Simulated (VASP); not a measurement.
# Ba (Im-3m) in VASP: notebook

The runs below take Ba through single point, with LDA.

All numbers are computed with VASP 6.6.1; they aren't measurements. Logs are shortened: lines on timing, memory, paths and dates and some standing lists are left out, and cuts for length are marked.

## Step 1: The cell of the first run

It takes space group Im-3m (No. 229, cubic). Conventional cell: a = 4.758 Å, b = 4.758 Å, c = 4.758 Å, α = 90.00°, β = 90.00°, γ = 90.00°. Within 5.4 Å of Ba (site symmetry m-3m) lie 14 Ba at 4.12 to 4.76 Å.

## Step 2: Single point, LDA

File INCAR:

```
SYSTEM = Ba
ALGO = Normal ; EDIFF = 1E-7
ENCUT = 520 ; ISIF = 2
ISMEAR = 1 ; LASPH = .TRUE.
LCHARG = .FALSE. ; LREAL = .FALSE.
LWAVE = .FALSE. ; NBANDS = 11
NELM = 60 ; PREC = Accurate
SIGMA = 0.2
```

File KPOINTS:

```
k-points
0
G
  9 9 9
  0 0 0
```

File POSCAR:

```
Ba
1.0
   -2.3789385306      2.3789385306      2.3789385306
    2.3789385306     -2.3789385306      2.3789385306
    2.3789385306      2.3789385306     -2.3789385306
Ba
1
Direct
    0.0000000000      0.0000000000      0.0000000000
```

Potentials or basis: VASP PAW LDA potentials, release 64 (Ba_sv).

Command:

```bash
cat potpaw_LDA.64/Ba_sv/POTCAR > POTCAR
mpirun -np 1 vasp_std > vasp.out
```

OUTCAR:

```text
SYSTEM = Ba
   EDIFF = 1E-7
   ENCUT = 520
   ISIF = 2
   ISMEAR = 1
   LASPH = .TRUE.
   LREAL = .FALSE.
   NELM = 60
   PREC = Accurate

 ion  position               nearest neighbor table
   1  0.000  0.000  0.000-

  LATTYP: Found a body centered cubic cell.
 ALAT       =     4.7578770612

  Lattice vectors:

 A1 = (  -2.3789385306,   2.3789385306,   2.3789385306)
 A2 = (   2.3789385306,  -2.3789385306,   2.3789385306)
 A3 = (   2.3789385306,   2.3789385306,  -2.3789385306)

Analysis of symmetry for initial positions (statically):
=====================================================================
 Subroutine PRICEL returns:
 Original cell was already a primitive cell.

 Routine SETGRP: Setting up the symmetry group for a
 body centered cubic supercell.

 Subroutine GETGRP returns: Found 48 space group operations
 (whereof 48 operations were pure point group operations)
 out of a pool of 48 trial point group operations.

The static configuration has the point symmetry O_h .

Analysis of symmetry for dynamics (positions and initial velocities):
=====================================================================
 Subroutine PRICEL returns:
 Original cell was already a primitive cell.

 Routine SETGRP: Setting up the symmetry group for a
 body centered cubic supercell.

 Subroutine GETGRP returns: Found 48 space group operations
 (whereof 48 operations were pure point group operations)
 out of a pool of 48 trial point group operations.

The dynamic configuration has the point symmetry O_h .

 Subroutine INISYM returns: Found 48 space group operations
 (whereof 48 operations are pure point group operations),
 and found     1 'primitive' translations

----------------------------------------------------------------------------------------

                                     Primitive cell

  volume of cell :      53.8530

  direct lattice vectors                    reciprocal lattice vectors
    -2.378938531  2.378938531  2.378938531     0.000000000  0.210177772  0.210177772
     2.378938531 -2.378938531  2.378938531     0.210177772  0.000000000  0.210177772
     2.378938531  2.378938531 -2.378938531     0.210177772  0.210177772  0.000000000

  length of vectors
     4.120442403  4.120442403  4.120442403     0.297236256  0.297236256  0.297236256

  position of ions in fractional coordinates (direct lattice)
     0.000000000  0.000000000  0.000000000

  ion indices of the primitive-cell ions
   primitive index   ion index
                 1           1

----------------------------------------------------------------------------------------
[... 75 lines left out ...]
   NFREE  =      0    steps in history (QN), initial steepest desc. (CG)
   ISIF   =      2    stress and relaxation
   ISYM   =      2    0-nonsym 1-usesym 2-fastsym
   POTIM  = 0.5000    time-step for ionic-motion
   TEBEG  =    0.0;   TEEND  =   0.0 temperature during run
   PSTRESS=    0.0 pullay stress
   NELECT =      10.0000    total number of electrons
   NUPDOWN=      -1.0000    fix difference up-down
   EMIN   =  10.00;   EMAX   =-10.00  energy-range for DOS
   EFERMI =   0.00;   METHOD = LEGACY
   ISMEAR =     1;   SIGMA  =   0.20  broadening in eV -4-tet -1-fermi 0-gaus
   EFERMI_NEDOS =   21; number of points for ismear=-14 and -15
   IALGO  =     38    algorithm
   IMIX   =      4    mixing-type and parameters
     AMIX     =   0.40;   BMIX     =  1.00
     AMIX_MAG =   1.60;   BMIX_MAG =  1.00
  volume/ion in A,a.u.               =      53.85       363.42
  Fermi-wavevector in a.u.,A,eV,Ry     =   0.933982  1.764969 11.868654  0.872321
  Thomas-Fermi vector in A             =   2.060739
   LORBIT       =      0    0 simple, 1 ext, 2 COOP (PROOUT), +10 PAW based schemes
   GGA     = CA    functional components
   LHFCALC =     F    Hartree Fock is set to
   AEXX    =    0.0000 exact exchange contribution
   IVDW    =     0    specifies the selected vdW correction
   LEPSILON=     F    determine dielectric tensor
   LRPA    =     F    only Hartree local field effects (RPA)
 non-spin polarized calculation
 Methfessel and Paxton  Order N= 1 SIGMA  =   0.20
  energy-cutoff  :      520.00
  volume of cell :       53.85
 maximum number of plane-waves:      1481
   NGX = 15   NGY = 15   NGZ = 15

 number of electron      10.0000000 magnetization

 number of electron       9.9999999 magnetization

 Free energy of the ion-electron system (eV)
  ---------------------------------------------------
  ext. energy  EPLUGINS =         0.00000000
  ---------------------------------------------------
  free energy    TOTEN  =        -2.24889329 eV

  energy without entropy =       -2.24616697  energy(sigma->0) =       -2.24798451

 E-fermi :   1.9873     XC(G=0):  -8.1431

 val. band max:        1.9756533331   @ k =  -0.3333   0.4444   0.2222
 cond. band min:       2.0156142353   @ k =   0.3333   0.3333   0.0000
 fundamental gap:      0.0399609022
 Fermi energy:         1.9873091711

 k-point     1 :       0.0000    0.0000    0.0000
  band No.  band energies     occupation
      1     -26.6048      2.00000
      2     -11.4439      2.00000
      3     -11.4439      2.00000
      4     -11.4439      2.00000
      5      -0.8299      2.00000
      6       3.9033     -0.00000
      7       3.9033     -0.00000
      8       3.9033     -0.00000
      9       5.5928     -0.00000
     10       5.5928     -0.00000
     11       9.4098      0.00000
[... 309 lines left out ...]
 k-point    24 :      -0.4444   -0.4444    0.1111
  band No.  band energies     occupation
      1     -26.5030      2.00000
      2     -12.1287      2.00000
      3     -11.8037      2.00000
      4     -11.5664      2.00000
      5       1.5704      2.01205
      6       2.8564     -0.00000
      7       2.9431     -0.00000
      8       4.7097     -0.00000
      9       6.6094      0.00000
     10       8.3519      0.00000
     11       8.8311      0.00000

 [... further k-points ...]
[... 5 lines left out ...]
  --------------------------------------------------------------------------------------
  -------------------------------------------------------------------------------------
  Total        0.0121735      0.0121735      0.0121735     -0.0000000     -0.0000000     -0.0000000
  in kB        0.3621735      0.3621735      0.3621735     -0.0000000     -0.0000000     -0.0000000
  external PRESSURE =       0.3621735 kB  Pullay stress =       0.0000000 kB

 VOLUME and BASIS-vectors are now :
 -----------------------------------------------------------------------------
  energy-cutoff  :      520.00
  volume of cell :       53.85
      direct lattice vectors                 reciprocal lattice vectors
    -2.378938531  2.378938531  2.378938531     0.000000000  0.210177772  0.210177772
     2.378938531 -2.378938531  2.378938531     0.210177772  0.000000000  0.210177772
     2.378938531  2.378938531 -2.378938531     0.210177772  0.210177772  0.000000000

 POSITION                                       TOTAL-FORCE (eV/Angst)
 -----------------------------------------------------------------------------------
      0.00000      0.00000      0.00000         0.000000     -0.000000     -0.000000
 -----------------------------------------------------------------------------------
    total drift:                                0.000000      0.000000     -0.000000

  FREE ENERGIE OF THE ION-ELECTRON SYSTEM (eV)
  ---------------------------------------------------
  free  energy   TOTEN  =        -2.2488932859 eV

  energy  without entropy=       -2.2461669689  energy(sigma->0) =       -2.24798451
```

stdout:

```text
POSCAR found type information on POSCAR Ba
 POSCAR found :  1 types and       1 ions
 scaLAPACK will be used
 LDA part: xc-table for (Slater(with rela. corr.)+CA(PZ))
 , standard interpolation
 POSCAR, INCAR and KPOINTS ok, starting setup
 FFT: planning ... GRIDC
 FFT: planning ... GRID_SOFT
 FFT: planning ... GRID
 WAVECAR not read
 entering main loop
```

It took 30 s on 1 thread of AMD EPYC 7R13, shared host; peak memory 0.13 GiB.

Results:

```
Free energy            : -2.2489 eV
Pressure               : 0.0 GPa
Band gap on the k mesh : zero (band 5 reaches 2.57 eV, above the bottom of band 6 at 1.31 eV)
```

Caveat: spin-orbit coupling is left out, which moves the levels of the heavy elements.

## Step 3: Single point, LDA

File INCAR:

```
ALGO = Normal ; EDIFF = 1E-6
ENCUT = 520 ; GGA = CA
ISIF = 2 ; ISMEAR = 1
LASPH = T ; LCHARG = T
LELF = T ; LREAL = F
LVHAR = T ; LWAVE = F
NBANDS = 11 ; NELM = 60
PREC = Accurate ; SIGMA = 0.3
```

File KPOINTS:

```
k-points
0
Gamma
  9 9 9
```

POSCAR is that of step 2.

Potentials or basis: VASP PAW LDA potentials, release 64 (Ba_sv).

Command:

```bash
cat potpaw_LDA.64/Ba_sv/POTCAR > POTCAR
mpirun -np 1 vasp_std > vasp.out
```

Wall time 30 s (1 thread of AMD EPYC 7R13, shared host); peak memory 0.13 GiB.

The run converged. Its results:

```
Free energy            : -2.2488 eV
Pressure               : 0.0 GPa
Band gap on the k mesh : zero (band 5 reaches 2.57 eV, above the bottom of band 6 at 1.31 eV)
```

Levels at points of the mesh, in eV from the Fermi level:
```tsv
k point	band 2	band 3	band 4	band 5	band 6	band 7	band 8	band 9
(0.00, 0.00, 0.00)	-13.43	-13.43	-13.43	-2.82	1.92	1.92	1.92	3.61
```

Caveat: spin-orbit coupling is left out, which moves the levels of the heavy elements.

## Step 4: Single point, LDA

File INCAR:

```
PREC = Accurate
ENCUT = 520
EDIFF = 1E-6
ISMEAR = 1
SIGMA = 0.6
LREAL = F
LASPH = T
NELM = 100
ALGO = Normal
ISIF = 2
LWAVE = F
LCHARG = T
LELF = T
LVHAR = T
NBANDS = 11
```

File KPOINTS:

```
regular mesh
0
Gamma
  9 9 9
```

POSCAR is that of step 3.

Command:

```bash
cat potpaw_LDA.64/Ba_sv/POTCAR > POTCAR
mpirun -np 1 vasp_std > vasp.out
```

Wall time 32 s (1 thread of AMD EPYC 7R13, shared host); peak memory 0.13 GiB.

It converged, with:

- Free energy: -2.2314 eV
- Pressure: 0.0 GPa
- Band gap on the k mesh: zero (band 5 reaches 2.57 eV, above the bottom of band 6 at 1.31 eV)

Levels at points of the mesh, in eV from the Fermi level:
```
           k point  band 1  band 2  band 3  band 4  band 5  band 6  band 7  band 8  band 9  band 10
(0.00, 0.00, 0.00)  -28.65  -13.49  -13.49  -13.49   -2.87    1.86    1.86    1.86    3.55     3.55
```

Caveat: spin-orbit coupling is left out, which moves the levels of the heavy elements.

## Step 5: Single point, LDA

File INCAR:

```
SYSTEM = Ba
ALGO = Normal
EDIFF = 1E-6
ENCUT = 520
GGA = CA
ISIF = 2
ISMEAR = 1
LASPH = .True.
LCHARG = .False.
LREAL = .False.
LWAVE = .False.
NBANDS = 11
NELM = 80
PREC = Accurate
SIGMA = 1.0
```

File KPOINTS:

```
k-points
0
Gamma
  9 9 9
  0 0 0
```

POSCAR is that of step 4.

Command:

```bash
cat potpaw_LDA.64/Ba_sv/POTCAR > POTCAR
mpirun -np 1 vasp_std > vasp.out
```

It took 28 s on 1 thread of AMD EPYC 7R13, shared host; peak memory 0.13 GiB.

Results (log left out):

| Property | Result |
| --- | --- |
| Free energy | -2.2165 eV |
| Pressure | 0.1 GPa |
| Band gap on the k mesh | zero (band 5 reaches 2.57 eV, above the bottom of band 6 at 1.32 eV) |

Levels at points of the mesh, in eV from the Fermi level:
```csv
k point,band 1,band 2,band 3,band 4,band 5,band 6,band 7,band 8,band 9,band 10
"(0.00, 0.00, 0.00)",-28.64,-13.48,-13.48,-13.48,-2.87,1.86,1.86,1.86,3.55,3.55
```

Caveat: spin-orbit coupling is left out, which moves the levels of the heavy elements.

## Step 6: Overview

| smearing | gap on the mesh (eV) | pressure (GPa) |
| --- | --- | --- |
| methfessel-paxton 0.2 eV | none | 0.0 |
| methfessel-paxton 0.3 eV | none | 0.0 |
| methfessel-paxton 0.6 eV | none | 0.0 |
| methfessel-paxton 1 eV | none | 0.1 |

Alike in all rows: task single point; level LDA; potentials or basis VASP PAW LDA potentials, release 64 (Ba_sv); no spin polarisation; cell as given; k mesh 9 × 9 × 9; cutoff (eV) 520.

Every run on the cell as given and a fine mesh finds a metal.

Caveats: spin-orbit coupling is left out, which moves the levels of the heavy elements.

Absolute energies hang on the potentials; compare differences alone.
